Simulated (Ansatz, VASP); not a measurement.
One calculation of Al3GaN4, two programs

```xyz
8
Lattice="4.4512 0.1615 0.1615 0.1615 4.4512 0.1615 0.1615 0.1615 4.4512" Properties=species:S:1:pos:R:3 pbc="T T T"
Al    2.3064    2.3064    0.1615
Al    2.3064    0.1615    2.3064
Al    0.1615    2.3064    2.3064
Ga    0.0000    0.0000    0.0000
N     3.4764    3.4764    1.3769
N     3.4764    1.3769    3.4764
N     1.3769    3.4764    3.4764
N     1.2188    1.2188    1.2188
```

Change from the starting cell: equal engineering shear yz, xz and xy +0.0733, equal normal strain along x, y and z +0.0100.

Alike in both runs: task single point; functional PBEsol; k mesh 6 × 6 × 6; occupations gaussian, width 0.05 eV; no spin polarisation.

|  | VASP | Ansatz |
| --- | --- | --- |
| version | VASP 6.6.1 | Ansatz 0.2.0 |
| potentials or method | VASP PAW PBE potentials, release 64 (Al, Ga_d, N), cutoff 520 eV | scalar-relativistic, plane waves, PAW |
| valence electrons in the cell | 42 | 42 |

Ansatz gave:

| Quantity | Value |
| --- | --- |
| gap on the k mesh at the Fermi level (eV) | 2.63 |
| least direct gap on the mesh (eV) | 2.63 |
| pressure (GPa) | -2.1 |
| traceless stress, the component that is largest in VASP (GPa) | -12.96 |
| rms of the force components (eV/Å) | 0.285 |

What did VASP give for the same quantities?

gap on the k mesh at the Fermi level (eV): 2.64; least direct gap on the mesh (eV): 2.64; pressure (GPa): -2.2; traceless stress, the component that is largest in VASP (GPa): -13.07; rms of the force components (eV/Å): 0.288.

VASP's potentials were made for PBE, not for PBEsol. Atom by atom the forces differ by 0.008 eV/Å (rms over components).
